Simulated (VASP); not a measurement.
# La (P6_3/mmc) in VASP: single point with LDA

Aim: the single point of La with LDA.

Everything below comes from runs of VASP 6.6.1. Logs are shortened: lines on timing, memory, paths and dates and some standing lists are left out, and cuts for length are marked.

## (1) The cell of the first run

Symmetry: P6_3/mmc, No. 194, hexagonal system. The conventional cell has a = 3.750 Å, b = 3.750 Å, c = 6.070 Å, α = 90.00°, β = 90.00°, γ = 120.00°. La (site symmetry -6m2) has 12 La at 3.73 to 3.75 Å within 4.9 Å.

## (2) Single point, LDA

File INCAR:

```
PREC     = Accurate       # precision mode
ENCUT    = 520            # plane-wave cutoff, eV
EDIFF    = 1E-7           # SCF threshold, eV
ISMEAR   = -1             # smearing method
SIGMA    = 0.1            # smearing width, eV
LREAL    = False          # projectors in reciprocal space
LASPH    = True           # aspherical terms in the spheres
NELM     = 60             # most SCF steps
ALGO     = Normal         # electronic algorithm
ISIF     = 2              # what is computed and relaxed
LWAVE    = False          # write WAVECAR
LCHARG   = False          # write CHGCAR
NBANDS   = 18             # bands
```

File KPOINTS:

```
regular mesh
0
Gamma
  11 11 6
```

File POSCAR:

```
La
1.0
    3.7500000000      0.0000000000      0.0000000000
   -1.8750000000      3.2475950000      0.0000000000
    0.0000000000      0.0000000000      6.0700000000
La
2
Direct
    0.3333333333      0.6666666667      0.2500000000
    0.6666666667      0.3333333333      0.7500000000
```

Potentials or basis: VASP PAW LDA potentials, release 64 (La).

Run with:

```sh
> cat potpaw_LDA.64/La/POTCAR > POTCAR
> mpirun -np 1 vasp_std > vasp.out
```

OUTCAR:

```text
PREC = Accurate
   ENCUT = 520
   EDIFF = 1E-7
   ISMEAR = -1
   LREAL = False
   LASPH = True
   NELM = 60
   ISIF = 2

 ion  position               nearest neighbor table
   1  0.333  0.667  0.250-
   2  0.667  0.333  0.750-

  LATTYP: Found a hexagonal cell.
 ALAT       =     3.7500000000
 C/A-ratio  =     1.6186666667

  Lattice vectors:

 A1 = (   3.7500000000,   0.0000000000,   0.0000000000)
 A2 = (  -1.8750000000,   3.2475950000,   0.0000000000)
 A3 = (   0.0000000000,   0.0000000000,   6.0700000000)

Analysis of symmetry for initial positions (statically):
=====================================================================
 Subroutine PRICEL returns:
 Original cell was already a primitive cell.

 Routine SETGRP: Setting up the symmetry group for a
 hexagonal supercell.

 Subroutine GETGRP returns: Found 24 space group operations
 (whereof 12 operations were pure point group operations)
 out of a pool of 24 trial point group operations.

The static configuration has the point symmetry D_3d.
 The point group associated with its full space group is D_6h.

Analysis of symmetry for dynamics (positions and initial velocities):
=====================================================================
 Subroutine PRICEL returns:
 Original cell was already a primitive cell.

 Routine SETGRP: Setting up the symmetry group for a
 hexagonal supercell.

 Subroutine GETGRP returns: Found 24 space group operations
 (whereof 12 operations were pure point group operations)
 out of a pool of 24 trial point group operations.

The dynamic configuration has the point symmetry D_3d.
 The point group associated with its full space group is D_6h.

 Subroutine INISYM returns: Found 24 space group operations
 (whereof 12 operations are pure point group operations),
 and found     1 'primitive' translations

----------------------------------------------------------------------------------------

                                     Primitive cell

  volume of cell :      73.9234

  direct lattice vectors                    reciprocal lattice vectors
     3.750000000  0.000000000  0.000000000     0.266666667  0.153960084  0.000000000
    -1.875000000  3.247595000  0.000000000     0.000000000  0.307920169  0.000000000
     0.000000000  0.000000000  6.070000000     0.000000000  0.000000000  0.164744646

  length of vectors
     3.750000000  3.749999771  6.070000000     0.307920150  0.307920169  0.164744646

  position of ions in fractional coordinates (direct lattice)
[... 77 lines left out ...]
   ENCUT  =  520.0 eV  38.22 Ry    6.18 a.u.   6.97  6.97 11.29*2*pi/ulx,y,z
   NELM   =     60;   NELMIN=  2; NELMDL= -5     # of ELM steps
   EDIFF  = 0.1E-06   stopping-criterion for ELM
   LREAL  =      F    real-space projection
   EDIFFG = 0.1E-05   stopping-criterion for IOM
   NSW    =      0    number of steps for IOM
   IBRION =     -1    ionic relax: 0-MD 1-quasi-New 2-CG
   NFREE  =      0    steps in history (QN), initial steepest desc. (CG)
   ISIF   =      2    stress and relaxation
   ISYM   =      2    0-nonsym 1-usesym 2-fastsym
   POTIM  = 0.5000    time-step for ionic-motion
   TEBEG  =    0.0;   TEEND  =   0.0 temperature during run
   PSTRESS=    0.0 pullay stress
   NELECT =      22.0000    total number of electrons
   NUPDOWN=      -1.0000    fix difference up-down
   EMIN   =  10.00;   EMAX   =-10.00  energy-range for DOS
   EFERMI =   0.00;   METHOD = LEGACY
   ISMEAR =    -1;   SIGMA  =   0.10  broadening in eV -4-tet -1-fermi 0-gaus
   EFERMI_NEDOS =   21; number of points for ismear=-14 and -15
   IALGO  =     38    algorithm
   IMIX   =      4    mixing-type and parameters
     AMIX     =   0.40;   BMIX     =  1.00
     AMIX_MAG =   1.60;   BMIX_MAG =  1.00
  volume/ion in A,a.u.               =      36.96       249.43
  Fermi-wavevector in a.u.,A,eV,Ry     =   1.093004  2.065478 16.254308  1.194658
  Thomas-Fermi vector in A             =   2.229281
   LORBIT       =      0    0 simple, 1 ext, 2 COOP (PROOUT), +10 PAW based schemes
   GGA     = CA    functional components
   LHFCALC =     F    Hartree Fock is set to
   AEXX    =    0.0000 exact exchange contribution
   IVDW    =     0    specifies the selected vdW correction
   LEPSILON=     F    determine dielectric tensor
   LRPA    =     F    only Hartree local field effects (RPA)
 non-spin polarized calculation
  energy-cutoff  :      520.00
  volume of cell :       73.92
 maximum number of plane-waves:      2011
 NGX is ok and might be reduce to    28
   NGX = 13   NGY = 13   NGZ = 23

 number of electron      21.9999997 magnetization

 Free energy of the ion-electron system (eV)
  ---------------------------------------------------
  ext. energy  EPLUGINS =         0.00000000
  ---------------------------------------------------
  free energy    TOTEN  =       -11.05712116 eV

  energy without entropy =      -10.92890491  energy(sigma->0) =      -10.99301304

 E-fermi :   7.6911     XC(G=0):  -9.7830

 val. band max:        7.6892678073   @ k =   0.3636   0.2727   0.3333
 cond. band min:       7.7018566579   @ k =   0.2727   0.2727   0.1667
 fundamental gap:      0.0125888507
 Fermi energy:         7.6911377222

 k-point     1 :       0.0000    0.0000    0.0000
  band No.  band energies     occupation
      1     -25.0358      2.00000
      2     -24.8262      2.00000
      3      -9.4433      2.00000
      4      -8.2101      2.00000
      5      -8.2101      2.00000
      6      -8.0190      2.00000
[... 481 lines left out ...]
      5      -8.6097      2.00000
      6      -8.3539      2.00000
[... 10 lines left out ...]
     17       9.3380      0.00000
     18       9.3784      0.00000

 [... further k-points ...]

------------------------ aborting loop because EDIFF is reached ----------------------------------------

  FORCE on cell =-STRESS in cart. coord.  units (eV):
  Direction    XX          YY          ZZ          XY          YZ          ZX
  --------------------------------------------------------------------------------------
  -------------------------------------------------------------------------------------
  Total       -1.3603233     -1.3603231     -1.3855534      0.0000000      0.0000000      0.0000000
  in kB      -29.4829483    -29.4829435    -30.0297705      0.0000000      0.0000000      0.0000000
  external PRESSURE =     -29.6652207 kB  Pullay stress =       0.0000000 kB

 VOLUME and BASIS-vectors are now :
 -----------------------------------------------------------------------------
  energy-cutoff  :      520.00
  volume of cell :       73.92
      direct lattice vectors                 reciprocal lattice vectors
     3.750000000  0.000000000  0.000000000     0.266666667  0.153960084  0.000000000
    -1.875000000  3.247595000  0.000000000     0.000000000  0.307920169  0.000000000
     0.000000000  0.000000000  6.070000000     0.000000000  0.000000000  0.164744646

 POSITION                                       TOTAL-FORCE (eV/Angst)
 -----------------------------------------------------------------------------------
     -0.00000      2.16506      1.51750        -0.000000     -0.000000     -0.000000
      1.87500      1.08253      4.55250         0.000000      0.000000      0.000000
 -----------------------------------------------------------------------------------
    total drift:                               -0.000000      0.000000     -0.000000

  FREE ENERGIE OF THE ION-ELECTRON SYSTEM (eV)
  ---------------------------------------------------
  free  energy   TOTEN  =       -11.0571211618 eV

  energy  without entropy=      -10.9289049144  energy(sigma->0) =      -10.99301304
```

stdout:

```text
POSCAR found type information on POSCAR La
 POSCAR found :  1 types and       2 ions
 scaLAPACK will be used
 LDA part: xc-table for (Slater(with rela. corr.)+CA(PZ))
 , standard interpolation
 POSCAR, INCAR and KPOINTS ok, starting setup
 FFT: planning ... GRIDC
 FFT: planning ... GRID_SOFT
 FFT: planning ... GRID
 WAVECAR not read
 entering main loop
```

Run time: 73 s. Hardware: 1 thread of Intel Xeon 6975P-C, shared host; peak memory 0.22 GiB.

What came out:

```
Free energy            : -11.0571 eV
Pressure               : -3.0 GPa
Band gap on the k mesh : zero (band 11 reaches 8.70 eV, above the bottom of band 12 at 7.32 eV)
```

Caveat: spin-orbit coupling is left out, which moves the levels of the heavy elements.
